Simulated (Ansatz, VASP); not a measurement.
**Two plane-wave programs on C**

```xyz
2
Lattice="2.1130 -1.2200 0.0000 2.1130 1.2200 0.0000 -1.3698 0.0000 3.4793" Properties=species:S:1:pos:R:3 pbc="T T T"
C    -0.6654    0.0000    3.4790
C     3.5217    0.0000    0.0003
```

Alike in both runs: task single point; functional r2SCAN; k mesh 13 × 13 × 8; occupations fermi-dirac, width 0.05 eV; no spin polarisation.

|  | VASP | Ansatz |
| --- | --- | --- |
| version | VASP 6.6.1 | Ansatz 0.2.0 |
| potentials or method | VASP PAW PBE potentials, release 64 (C) | Ansatz PAW |
| plane-wave cutoff (eV) | 520 | 500 |
| valence electrons in the cell | 8 | 8 |

VASP gave:

```
gap on the k mesh at the Fermi level (eV)                     : 1.00
least direct gap on the mesh (eV)                             : 1.01
pressure (GPa)                                                : 6.3
traceless stress, the component that is largest in VASP (GPa) : -5.95
rms of the force components (eV/Å)                            : 0.006
```

Question: Which values does Ansatz return?

Answer: gap on the k mesh at the Fermi level (eV): 1.00; least direct gap on the mesh (eV): 1.01; pressure (GPa): 5.6; traceless stress, the component that is largest in VASP (GPa): -5.17; rms of the force components (eV/Å): 0.006.

VASP's potentials were made for PBE, not for r2SCAN. Atom by atom the forces differ by 0.000 eV/Å (rms over components).

Noted on Ansatz's run: odd divisions of the mesh miss points on the zone boundary, where band edges often lie, so the gap on the mesh can be too wide.
